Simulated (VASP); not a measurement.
Set up this calculation in VASP 6.6.1, as the native input.

* Task: single point
* Functional: PBEsol
* Potentials or basis: VASP PAW PBE potentials, release 64 (Si, W_sv)
* Cutoff: 520 eV
* k mesh: 12 × 12 × 6
* Occupations: gaussian, width 0.1 eV
* Spin: no spin polarisation
* Dipole correction: no
* Further INCAR settings: ALGO = Normal; EDIFF = 1e-06; NBANDS = 31

The structure of Si2W lies in POSCAR:

```
Si2W
1.0
    3.2202077851      0.0000000000      0.0000000000
    0.0000000000      3.2202077851      0.0000000000
    0.0000000000      0.0000000000      7.5812605534
Si W
4 2
Direct
    0.0000000000      0.0000000000      0.3343367017
    0.5000000000      0.5000000000      0.1656632983
    0.5000000000      0.5000000000      0.8343367017
    0.0000000000      0.0000000000      0.6656632983
    0.0000000000      0.0000000000      0.0000000000
    0.5000000000      0.5000000000      0.5000000000
```

This cell differs from its parent crystal: uniaxial strain along c: -3.0 %, then relaxed in part.

These files were run (other wordings do the same):

INCAR

```
SYSTEM = Si2W
PREC = Accurate ; ENCUT = 520
EDIFF = 1E-6 ; ISMEAR = 0
SIGMA = 0.1 ; LREAL = .False.
LASPH = .True. ; NELM = 100
ALGO = Normal ; ISIF = 2
LWAVE = .False. ; LCHARG = .False.
GGA = PS ; NBANDS = 31
```

KPOINTS

```
Automatic mesh
0
Gamma
  12 12 6
  0 0 0
```

Potentials or basis: VASP PAW PBE potentials, release 64 (Si, W_sv).

Run with:

```console
$ cat potpaw_PBE.64/Si/POTCAR potpaw_PBE.64/W_sv/POTCAR > POTCAR
$ mpirun -np 1 vasp_std > vasp.out
```

Results of the run:

```json
{
  "Pressure": "6.3 GPa",
  "Largest force": "0.006 eV/Å",
  "Band gap on the k mesh": "zero (bands 22 and 23 overlap by 1.11 eV)"
}
```

Caveat: the cell differs from its parent crystal (uniaxial strain along c: -3.0 %, then relaxed in part); the stress differs along the axes, from 0 to 18 GPa; the PAW data sets were made with another functional, which shifts forces and pressure a little; spin-orbit coupling is left out, which moves the levels of the heavy elements.

Wall time 3.2 min on 1 thread of Intel(R) Xeon(R) Platinum 8259CL CPU @ 2.50GHz (Skylake/Cascade Lake), with other jobs on the host, peak memory 0.33 GiB.
